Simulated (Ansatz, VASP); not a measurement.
**GaAs: VASP beside Ansatz**

```
As Ga
1.0
     0.00000    2.82685    2.82685
     2.82685    0.00000    2.82685
     2.82685    2.82685    0.00000
As Ga
1 1
Direct
  0.75000 0.75000 0.75000
  0.00000 0.00000 0.00000
```

Alike in both runs: task single point; functional PBE; k mesh 8 × 8 × 8; occupations gaussian, width 0.021 eV; no spin polarisation.

|  | VASP | Ansatz |
| --- | --- | --- |
| version | VASP 6.6.1 | Ansatz 0.2.0 |
| potentials or method | VASP PAW PBE potentials, release 64 (As, Ga_d), cutoff 520 eV | all-electron LAPW, scalar-relativistic |

|  | VASP | Ansatz | Ansatz less VASP |
| --- | --- | --- | --- |
| gap on the k mesh at the Fermi level (eV) | 0.52 | 0.52 | +0.001 |
| least direct gap on the mesh (eV) | 0.52 | 0.52 | +0.001 |
| pressure (GPa) | 3.5 | 3.3 | -0.19 |

Ansatz ran all-electron here, and VASP with PAW potentials.
